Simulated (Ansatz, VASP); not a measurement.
One calculation of Sc, two programs

```xyz
1
Lattice="0.0000 1.8355 1.8355 1.8355 0.0000 1.8355 1.8355 1.8355 0.0000" Properties=species:S:1:pos:R:3 pbc="T T T"
Sc    0.0000    0.0000    0.0000
```

Change from the starting cell: volume scaled by 0.5, LAPW.

Alike in both runs: task single point; functional PBE; k mesh 16 × 16 × 16; occupations fermi-dirac, width 0.08 eV; no spin polarisation.

```csv
,VASP,Ansatz
version,VASP 6.6.1,Ansatz 0.2.0
potentials or method,"VASP PAW PBE potentials, release 64 (Sc_sv), cutoff 520 eV","all-electron LAPW, scalar-relativistic"
```

Ansatz gave:

* pressure (GPa): 96.8

Problem. Which values does VASP return?

Solution. Pressure (GPa): 98.1.

Both programs put the cell under a high pressure, so it lies far from rest at this level. Ansatz ran all-electron here, and VASP with PAW potentials.

Noted on VASP's run: the cell as given lies far from equilibrium.
